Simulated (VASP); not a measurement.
A run of VASP 6.6.1 is set up as follows.

Contents of INCAR:

```
SYSTEM = Ge
PREC     = Accurate       ! precision mode
ENCUT    = 520            ! plane-wave cutoff, eV
EDIFF    = 1E-6           ! SCF threshold, eV
ISMEAR   = -1             ! smearing method
SIGMA    = 0.1            ! smearing width, eV
LREAL    = .False.        ! projectors in reciprocal space
LASPH    = .True.         ! aspherical terms in the spheres
NELM     = 60             ! most SCF steps
ALGO     = Normal         ! electronic algorithm
ISIF     = 2              ! what is computed and relaxed
LWAVE    = .False.        ! write WAVECAR
LCHARG   = .True.         ! write CHGCAR
GGA      = CA             ! functional
LELF     = .True.         ! ELF
LVHAR    = .True.       
NBANDS   = 21             ! bands
```

The input KPOINTS:

```
regular mesh
0
Gamma
  11 11 6
  0 0 0
```

Contents of POSCAR:

```
Ge
1.0
    1.4880530000     -2.5946900000      0.0000000000
    1.4880530000      2.5946900000      0.0000000000
    0.0000000000      0.0000000000      4.7275960000
Ge
2
Direct
    0.6665530000      0.3334470000      0.2500000000
    0.3334470000      0.6665530000      0.7500000000
```

Potentials or basis: VASP PAW LDA potentials, release 64 (Ge_d).

The run is started by

```sh
$ cat potpaw_LDA.64/Ge_d/POTCAR > POTCAR
$ mpirun -np 1 vasp_std > vasp.out
```

(1) Estimate the pressure.

(2) What does it give for the band gap on the k mesh?

(3) Predict the largest force.

Results:

(1) -1.2 GPa.

(2) zero (bands 14 and 15 overlap by 9.24 eV).

(3) 0.005 eV/Å.
